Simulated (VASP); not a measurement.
# C3N (Fm-3m) in VASP: a series of runs

Runs on C3N. Level: PBE. Tasks: single point, relaxation of cell and atoms.

Program: VASP 6.6.1. These are calculated values, not measurements. Logs are shortened: lines on timing, memory, paths and dates and some standing lists are left out, and cuts for length are marked.

### 1 The cell of the first run

It takes space group Fm-3m (No. 225, cubic). The conventional cell has a = 4.791 Å, b = 4.791 Å, c = 4.791 Å, α = 90.00°, β = 90.00°, γ = 90.00°. C (site symmetry -43m) has 10 C at 2.07 to 2.40 Å and 4 N at 2.07 Å within 2.7 Å. C (site symmetry m-3m) has 8 C at 2.07 Å and 6 N at 2.40 Å within 2.7 Å. Within 2.7 Å of N (site symmetry m-3m) lie 14 C at 2.07 to 2.40 Å.

### 2 Single point, PBE

Input file INCAR:

```
  PREC = Accurate
  ENCUT = 520
  EDIFF = 1E-6
  ISMEAR = 0
  SIGMA = 0.1
  LREAL = F
  LASPH = T
  NELM = 60
  ALGO = Normal
  ISIF = 2
  LWAVE = F
  LCHARG = T
  GGA = PE
  LELF = T
  LVHAR = T
  NBANDS = 16
```

Input file KPOINTS:

```
regular mesh
0
Gamma
  6 6 6
```

Input file POSCAR:

```
C3N
1.0
    0.0000000000      2.3954591850      2.3954591850
    2.3954591850      0.0000000000      2.3954591850
    2.3954591850      2.3954591850      0.0000000000
C N
3 1
Direct
    0.2500000000      0.2500000000      0.2500000000
    0.7500000000      0.7500000000      0.7500000000
    0.5000000000      0.5000000000      0.5000000000
    0.0000000000      0.0000000000      0.0000000000
```

Potentials or basis: VASP PAW PBE potentials, release 64 (C, N).

Run with:

```console
cat potpaw_PBE.64/C/POTCAR potpaw_PBE.64/N/POTCAR > POTCAR
mpirun -np 1 vasp_std > vasp.out
```

OUTCAR:

```text
PREC = Accurate
   ENCUT = 520
   EDIFF = 1E-6
   ISMEAR = 0
   LREAL = F
   LASPH = T
   NELM = 60
   ISIF = 2
   GGA = PE

 ion  position               nearest neighbor table
   1  0.250  0.250  0.250-
   2  0.750  0.750  0.750-
   3  0.500  0.500  0.500-
   4  0.000  0.000  0.000-

  LATTYP: Found a face centered cubic cell.
 ALAT       =     4.7909183700

  Lattice vectors:

 A1 = (   0.0000000000,   2.3954591850,   2.3954591850)
 A2 = (   2.3954591850,   0.0000000000,   2.3954591850)
 A3 = (   2.3954591850,   2.3954591850,   0.0000000000)

Analysis of symmetry for initial positions (statically):
=====================================================================
 Subroutine PRICEL returns:
 Original cell was already a primitive cell.

 Routine SETGRP: Setting up the symmetry group for a
 face centered cubic supercell.

 Subroutine GETGRP returns: Found 48 space group operations
 (whereof 48 operations were pure point group operations)
 out of a pool of 48 trial point group operations.

The static configuration has the point symmetry O_h .

Analysis of symmetry for dynamics (positions and initial velocities):
=====================================================================
 Subroutine PRICEL returns:
 Original cell was already a primitive cell.

 Routine SETGRP: Setting up the symmetry group for a
 face centered cubic supercell.

 Subroutine GETGRP returns: Found 48 space group operations
 (whereof 48 operations were pure point group operations)
 out of a pool of 48 trial point group operations.

The dynamic configuration has the point symmetry O_h .

 Subroutine INISYM returns: Found 48 space group operations
 (whereof 48 operations are pure point group operations),
 and found     1 'primitive' translations

----------------------------------------------------------------------------------------

                                     Primitive cell

  volume of cell :      27.4914

  direct lattice vectors                    reciprocal lattice vectors
     0.000000000  2.395459185  2.395459185    -0.208728248  0.208728248  0.208728248
     2.395459185  0.000000000  2.395459185     0.208728248 -0.208728248  0.208728248
     2.395459185  2.395459185  0.000000000     0.208728248  0.208728248 -0.208728248

  length of vectors
     3.387690868  3.387690868  3.387690868     0.361527931  0.361527931  0.361527931

  position of ions in fractional coordinates (direct lattice)
     0.250000000  0.250000000  0.250000000
     0.750000000  0.750000000  0.750000000
     0.500000000  0.500000000  0.500000000
     0.000000000  0.000000000  0.000000000

  ion indices of the primitive-cell ions
   primitive index   ion index
                 1           1
                 2           2
                 3           3
                 4           4

----------------------------------------------------------------------------------------

 KPOINTS: regular mesh

Automatic generation of k-mesh.
 Grid dimensions read from file:
 generate k-points for:    6    6    6

 Generating k-lattice:

  Cartesian coordinates                     Fractional coordinates (reciprocal lattice)
    -0.034788041  0.034788041  0.034788041     0.166666667  0.000000000  0.000000000
     0.034788041 -0.034788041  0.034788041     0.000000000  0.166666667  0.000000000
     0.034788041  0.034788041 -0.034788041     0.000000000  0.000000000  0.166666667

  Length of vectors
     0.060254655  0.060254655  0.060254655

  Shift w.r.t. Gamma in fractional coordinates (k-lattice)
     0.000000000  0.000000000  0.000000000

 Subroutine IBZKPT returns following result:
 ===========================================

 Found     16 irreducible k-points:

 Following reciprocal coordinates:
            Coordinates               Weight
  0.000000  0.000000  0.000000      1.000000
  0.166667  0.000000  0.000000      8.000000
  0.333333  0.000000  0.000000      8.000000
  0.500000  0.000000  0.000000      4.000000
  0.166667  0.166667  0.000000      6.000000
  0.333333  0.166667  0.000000     24.000000
[... 8 lines left out ...]
 -0.333333  0.333333  0.166667     24.000000
 -0.333333  0.500000  0.166667     12.000000
   k-points           NKPTS =     16   k-points in BZ     NKDIM =     16   number of bands    NBANDS=     16
   number of dos      NEDOS =    301   number of ions     NIONS =      4
   total plane-waves  NPLWV =  21952
   dimension x,y,z NGX =    28 NGY =   28 NGZ =   28
   dimension x,y,z NGXF=    56 NGYF=   56 NGZF=   56
   ions per type =               3   1
   NGX,Y,Z   is equivalent  to a cutoff of  13.74, 13.74, 13.74 a.u.
   NGXF,Y,Z  is equivalent  to a cutoff of  27.48, 27.48, 27.48 a.u.
 SYSTEM =  unknown system
   PREC   = accura    normal or accurate (medium, high low for compatibility)
   ISTART =      0    job   : 0-new  1-cont  2-samecut
   ICHARG =      2    charge: 1-file 2-atom 10-const
   ISPIN  =      1    spin polarized calculation?
   LNONCOLLINEAR =      F non collinear calculations
   LSORBIT =      F    spin-orbit coupling
   LASPH  =      T    aspherical Exc in radial PAW
   ENCUT  =  520.0 eV  38.22 Ry    6.18 a.u.   6.30  6.30  6.30*2*pi/ulx,y,z
   NELM   =     60;   NELMIN=  2; NELMDL= -5     # of ELM steps
   EDIFF  = 0.1E-05   stopping-criterion for ELM
   LREAL  =      F    real-space projection
   EDIFFG = 0.1E-04   stopping-criterion for IOM
   NSW    =      0    number of steps for IOM
   IBRION =     -1    ionic relax: 0-MD 1-quasi-New 2-CG
   NFREE  =      0    steps in history (QN), initial steepest desc. (CG)
   ISIF   =      2    stress and relaxation
   ISYM   =      2    0-nonsym 1-usesym 2-fastsym
   POTIM  = 0.5000    time-step for ionic-motion
   TEBEG  =    0.0;   TEEND  =   0.0 temperature during run
   PSTRESS=    0.0 pullay stress
   NELECT =      17.0000    total number of electrons
   NUPDOWN=      -1.0000    fix difference up-down
   EMIN   =  10.00;   EMAX   =-10.00  energy-range for DOS
   EFERMI =   0.00;   METHOD = LEGACY
   ISMEAR =     0;   SIGMA  =   0.10  broadening in eV -4-tet -1-fermi 0-gaus
   EFERMI_NEDOS =   21; number of points for ismear=-14 and -15
   IALGO  =     38    algorithm
   IMIX   =      4    mixing-type and parameters
     AMIX     =   0.40;   BMIX     =  1.00
     AMIX_MAG =   1.60;   BMIX_MAG =  1.00
  volume/ion in A,a.u.               =       6.87        46.38
  Fermi-wavevector in a.u.,A,eV,Ry     =   1.394737  2.635671 26.467300  1.945292
  Thomas-Fermi vector in A             =   2.518257
   LORBIT       =      0    0 simple, 1 ext, 2 COOP (PROOUT), +10 PAW based schemes
   GGA     = PE    functional components
   LHFCALC =     F    Hartree Fock is set to
   AEXX    =    0.0000 exact exchange contribution
   IVDW    =     0    specifies the selected vdW correction
   LEPSILON=     F    determine dielectric tensor
   LRPA    =     F    only Hartree local field effects (RPA)
 non-spin polarized calculation
 Gauss-broadening in eV      SIGMA  =   0.10
  energy-cutoff  :      520.00
  volume of cell :       27.49
 maximum number of plane-waves:       754
 NGX is ok and might be reduce to    28
   NGX = 13   NGY = 13   NGZ = 13

 number of electron      17.0000000 magnetization

 Free energy of the ion-electron system (eV)
  ---------------------------------------------------
  ext. energy  EPLUGINS =         0.00000000
  ---------------------------------------------------
  free energy    TOTEN  =       -18.93131855 eV

  energy without entropy =      -18.92585935  energy(sigma->0) =      -18.92858895

 E-fermi :   7.9434     XC(G=0): -13.0198

 val. band max:        7.7149524718   @ k =   0.3333   0.3333   0.0000
 cond. band min:       7.9777332492   @ k =   0.3333   0.3333   0.0000
 fundamental gap:      0.2627807774
 Fermi energy:         7.9434234724

 k-point     1 :       0.0000    0.0000    0.0000
  band No.  band energies     occupation
      1     -12.1881      2.00000
      2      -1.1169      2.00000
      3       2.8084      2.00000
      4       3.9627      2.00000
      5       3.9627      2.00000
      6       3.9627      2.00000
[... 8 lines left out ...]
     15      15.5562      0.00000
     16      15.5562      0.00000

 k-point     2 :       0.1667    0.0000    0.0000
  band No.  band energies     occupation
      1     -11.7546      2.00000
      2      -2.1984      2.00000
      3       0.8259      2.00000
      4       3.1074      2.00000
      5       3.1074      2.00000
      6       3.9435      2.00000
[... 8 lines left out ...]
     15      15.2684      0.00000
     16      15.2684      0.00000

 k-point     3 :       0.3333    0.0000    0.0000
  band No.  band energies     occupation
      1     -10.4931      2.00000
      2      -5.0851      2.00000
      3      -0.2179      2.00000
      4       2.5846      2.00000
      5       2.5846      2.00000
      6       2.8080      2.00000
[... 8 lines left out ...]
     15      14.2632      0.00000
     16      14.2632      0.00000

 k-point     4 :       0.5000    0.0000    0.0000
  band No.  band energies     occupation
      1      -9.0750      2.00000
      2      -7.2197      2.00000
      3      -0.4208      2.00000
      4       2.3163      2.00000
      5       2.5890      2.00000
      6       2.5890      2.00000
[... 8 lines left out ...]
     15      13.1852      0.00000
     16      14.4424      0.00000
[... 172 lines left out ...]
 k-point    14 :       0.5000    0.3333    0.1667
  band No.  band energies     occupation
      1      -9.4241      2.00000
      2      -4.7323      2.00000
      3      -3.0211      2.00000
      4      -1.7084      2.00000
      5       2.4670      2.00000
      6       3.4919      2.00000
[... 8 lines left out ...]
     15      13.9992      0.00000
     16      14.5325      0.00000

 k-point    15 :      -0.3333    0.3333    0.1667
  band No.  band energies     occupation
      1      -8.1945      2.00000
      2      -6.0394      2.00000
      3      -3.6402      2.00000
      4      -2.5668      2.00000
      5       2.9346      2.00000
      6       3.5031      2.00000
[... 8 lines left out ...]
     15      14.2629      0.00000
     16      14.4760      0.00000

 k-point    16 :      -0.3333    0.5000    0.1667
  band No.  band energies     occupation
      1      -7.8008      2.00000
      2      -5.3525      2.00000
      3      -4.1836      2.00000
      4      -3.6015      2.00000
      5       1.9796      2.00000
      6       3.0129      2.00000
[... 8 lines left out ...]
     15      14.1948      0.00000
     16      14.3853      0.00000

------------------------ aborting loop because EDIFF is reached ----------------------------------------

  FORCE on cell =-STRESS in cart. coord.  units (eV):
  Direction    XX          YY          ZZ          XY          YZ          ZX
  --------------------------------------------------------------------------------------
  -------------------------------------------------------------------------------------
  Total        0.0012109      0.0012109      0.0012109     -0.0000000     -0.0000000     -0.0000000
  in kB        0.0705678      0.0705678      0.0705678     -0.0000000     -0.0000000     -0.0000000
  external PRESSURE =       0.0705678 kB  Pullay stress =       0.0000000 kB

 VOLUME and BASIS-vectors are now :
 -----------------------------------------------------------------------------
  energy-cutoff  :      520.00
  volume of cell :       27.49
      direct lattice vectors                 reciprocal lattice vectors
     0.000000000  2.395459185  2.395459185    -0.208728248  0.208728248  0.208728248
     2.395459185  0.000000000  2.395459185     0.208728248 -0.208728248  0.208728248
     2.395459185  2.395459185  0.000000000     0.208728248  0.208728248 -0.208728248

 POSITION                                       TOTAL-FORCE (eV/Angst)
 -----------------------------------------------------------------------------------
      1.19773      1.19773      1.19773        -0.000000     -0.000000      0.000000
      3.59319      3.59319      3.59319         0.000000      0.000000     -0.000000
      2.39546      2.39546      2.39546        -0.000000      0.000000      0.000000
      0.00000      0.00000      0.00000        -0.000000      0.000000      0.000000
 -----------------------------------------------------------------------------------
    total drift:                                0.000000     -0.000000      0.000000

  FREE ENERGIE OF THE ION-ELECTRON SYSTEM (eV)
  ---------------------------------------------------
  free  energy   TOTEN  =       -18.9313185499 eV

  energy  without entropy=      -18.9258593460  energy(sigma->0) =      -18.92858895
```

Wall time 6.3 s (1 thread of Intel Xeon Platinum 8488C (Sapphire Rapids), shared host); peak memory 0.15 GiB.

Results:

```yaml
Free_energy: -18.9313 eV
Pressure: 0.0 GPa
```

Caveat: the k points lie up to 0.38 Å⁻¹ apart.

### 3 Relaxation of cell and atoms, PBE

This run uses another cell than the first one, of 12.51 Å³/atom, 1.821 times its volume.

Input file INCAR:

```
SYSTEM = C3N
PREC = Accurate
ENCUT = 600
EDIFF = 1E-7
ISMEAR = 0
SIGMA = 0.1
LREAL = .False.
LASPH = .True.
NELM = 80
ALGO = Normal
ISIF = 3
LWAVE = .False.
LCHARG = .False.
GGA = PE
IBRION = 2
NSW = 90
EDIFFG = -0.04
```

Input file KPOINTS:

```
regular mesh
0
Gamma
  6 6 6
  0 0 0
```

Input file POSCAR:

```
C3N
1.0
    0.0000000000      2.9251593700      2.9251593700
    2.9251593700      0.0000000000      2.9251593700
    2.9251593700      2.9251593700      0.0000000000
C N
3 1
Direct
    0.2500000000      0.2500000000      0.2500000000
    0.7500000000      0.7500000000      0.7500000000
    0.5000000000      0.5000000000      0.5000000000
    0.0000000000      0.0000000000      0.0000000000
```

Potentials or basis: VASP PAW PBE potentials, release 64 (C, N).

Run with:

```console
cat potpaw_PBE.64/C/POTCAR potpaw_PBE.64/N/POTCAR > POTCAR
mpirun -np 1 vasp_std > vasp.out
```

OUTCAR:

```text
SYSTEM = C3N
   PREC = Accurate
   ENCUT = 600
   EDIFF = 1E-7
   ISMEAR = 0
   LREAL = .False.
   LASPH = .True.
   NELM = 80
   ISIF = 3
   GGA = PE
   IBRION = 2
   NSW = 90
   EDIFFG = -0.04

 ion  position               nearest neighbor table
   1  0.250  0.250  0.250-
   2  0.750  0.750  0.750-
   3  0.500  0.500  0.500-
   4  0.000  0.000  0.000-

  LATTYP: Found a face centered cubic cell.
 ALAT       =     5.8503187400

  Lattice vectors:

 A1 = (   0.0000000000,   2.9251593700,   2.9251593700)
 A2 = (   2.9251593700,   0.0000000000,   2.9251593700)
 A3 = (   2.9251593700,   2.9251593700,   0.0000000000)

Analysis of symmetry for initial positions (statically):
=====================================================================
 Subroutine PRICEL returns:
[... 181 lines left out ...]
      3      -5.4166      2.00000
      4      -3.7513      2.00000
      5      -0.1889      2.00000
      6      -0.1889      2.00000
      7      -0.1889      2.00000
      8       0.5674      2.00000
      9       0.5674      2.00000
     10       0.5674      2.00000
     11       0.8458      2.00000
     12       0.8459      2.00000
[... 374 lines left out ...]
--------------------------------------- Ionic step        5  -------------------------------------------

 number of electron      17.0000000 magnetization

 Free energy of the ion-electron system (eV)
  ---------------------------------------------------
  ext. energy  EPLUGINS =         0.00000000
  ---------------------------------------------------
  free energy    TOTEN  =       -18.94785302 eV

  energy without entropy =      -18.94161552  energy(sigma->0) =      -18.94473427

 E-fermi :   7.9178     XC(G=0): -13.0074

 val. band max:        7.6825511936   @ k =   0.3333   0.3333   0.0000
 cond. band min:       7.9422634078   @ k =   0.3333   0.3333   0.0000
 fundamental gap:      0.2597122142
 Fermi energy:         7.9178341454

 k-point     1 :       0.0000    0.0000    0.0000
  band No.  band energies     occupation
      1     -12.1893      2.00000
      2      -1.1536      2.00000
      3       2.7601      2.00000
      4       3.9431      2.00000
      5       3.9431      2.00000
      6       3.9431      2.00000
      7       4.9975      2.00000
      8       4.9975      2.00000
      9       4.9975      2.00000
     10       6.0680      2.00000
     11       6.0680      2.00000
     12       6.8821      2.00000
[... 254 lines left out ...]
  FREE ENERGIE OF THE ION-ELECTRON SYSTEM (eV)
  ---------------------------------------------------
  free  energy   TOTEN  =       -18.9478530200 eV

  energy  without entropy=      -18.9416155235  energy(sigma->0) =      -18.94473427

 reached required accuracy - stopping structural energy minimisation
```

CONTCAR:

```text
C3N
   1.00000000000000
    -0.0000000000000000    2.3974838657918682    2.3974838657918682
     2.3974838657918682    0.0000000000000000    2.3974838657918682
     2.3974838657918682    2.3974838657918682    0.0000000000000000
  C               N
     3     1
Direct
     0.2500000000000000    0.2500000000000000    0.2500000000000000
     0.7500000000000000    0.7500000000000000    0.7500000000000000
     0.5000000000000000    0.5000000000000000    0.5000000000000000
     0.0000000000000000    0.0000000000000000    0.0000000000000000

  0.00000000E+00  0.00000000E+00  0.00000000E+00
  0.00000000E+00  0.00000000E+00  0.00000000E+00
  0.00000000E+00  0.00000000E+00  0.00000000E+00
  0.00000000E+00  0.00000000E+00  0.00000000E+00
```

It took 55 s on 1 thread of Intel Xeon Platinum 8488C (Sapphire Rapids), shared host; peak memory 0.2 GiB.

What came out:

```
Free energy                            : -18.9479 eV
Relaxed volume                         : 6.89 Å³/atom
Relaxed cell                           : a = 3.391 Å, b = 3.391 Å, c = 3.391 Å, α = 60.00°, β = 60.00°, γ = 60.00°
Space group after relaxing (to 0.05 Å) : Fm-3m (No. 225)
Energy gained by relaxing              : 927.6 meV/atom
Ionic steps                            : 5
Pressure after relaxing                : -0.3 GPa
```

Step by step:
| step | energy change (eV) | largest force (eV/Å) | pressure (GPa) | volume (Å³) |
| --- | --- | --- | --- | --- |
| 1 | 0.0000 | 0.0000 | -31.55 | 50.06 |
| 2 | -3.0679 | 0.0000 | -24.79 | 34.24 |
| 3 | -3.6704 | 0.0000 | -8.52 | 28.97 |
| 4 | -3.7037 | 0.0000 | 3.96 | 26.97 |
| 5 | -3.7104 | 0.0000 | -0.26 | 27.56 |

Final structure:
```
C N
1.0
     0.00000    2.39748    2.39748
     2.39748    0.00000    2.39748
     2.39748    2.39748    0.00000
C N
3 1
Direct
  0.25000 0.25000 0.25000
  0.75000 0.75000 0.75000
  0.50000 0.50000 0.50000
  0.00000 0.00000 0.00000
```

Caveat: the volume moved by over 15 % at a fixed basis, so the end points are rough; the bands computed are all filled at some k points, so no gap is given.

[end of part 1 of 2]
